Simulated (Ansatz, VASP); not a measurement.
**Be2ZnO3 in VASP and in Ansatz**

```
CELL_PARAMETERS angstrom
3.03433 -3.78335 0.00000
3.03433 3.78335 0.00000
0.00000 0.00000 3.65961
ATOMIC_POSITIONS crystal
Be 0.19149 0.80851 0.00000
Be 0.80851 0.19149 0.00000
Zn 0.50000 0.50000 0.00000
O 0.00000 0.00000 0.50000
O 0.50000 0.50000 0.50000
O 0.00000 0.00000 0.00000
```

Alike in both runs: functional PBE; k mesh 3 × 3 × 3; occupations gaussian, width 0.15 eV; no spin polarisation.

Ansatz relaxed the structure, and its values are those at the end. VASP's run is a single point on that final structure, the one shown.

|  | VASP | Ansatz |
| --- | --- | --- |
| version | VASP 6.6.1 | Ansatz 0.2.0 |
| potentials or method | VASP PAW PBE potentials, release 64 (Be, Zn, O), cutoff 600 eV | scalar-relativistic, plane waves, PAW |
| valence electrons in the cell | 34 | 34 |

```tsv
	VASP	Ansatz	Ansatz less VASP
gap on the k mesh at the Fermi level (eV)	0.37	0.37	-0.003
least direct gap on the mesh (eV)	0.71	0.71	+0.003
pressure (GPa)	0.2	0.1	-0.10
rms of the force components (eV/Å)	0.006	0.017	+0.0109
```

With one functional, cell and mesh, what is left measures potentials, basis and numerics.

The k mesh is coarse, so the values compare programs but aren't converged.
